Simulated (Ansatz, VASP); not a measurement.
**Ir in VASP and in Ansatz**

```
CELL_PARAMETERS angstrom
0.00000 1.93796 1.93796
1.93796 0.00000 1.93796
1.93796 1.93796 0.00000
ATOMIC_POSITIONS crystal
Ir 0.00000 0.00000 0.00000
```

Alike in both runs: task single point; functional r2SCAN; k mesh 18 × 18 × 18; occupations gaussian, width 0.05 eV; no spin polarisation.

|  | VASP | Ansatz |
| --- | --- | --- |
| version | VASP 6.6.1 | Ansatz 0.2.0 |
| potentials or method | VASP PAW PBE potentials, release 64 (Ir_sv_GW), cutoff 620 eV | scalar-relativistic, plane waves, PAW |
| valence electrons in the cell | 17 | 17 |

|  | VASP | Ansatz | Ansatz less VASP |
| --- | --- | --- | --- |
| pressure (GPa) | -9.7 | -8.8 | +0.90 |

VASP's potentials were made for PBE, not for r2SCAN.

Neither program's run includes spin-orbit coupling.
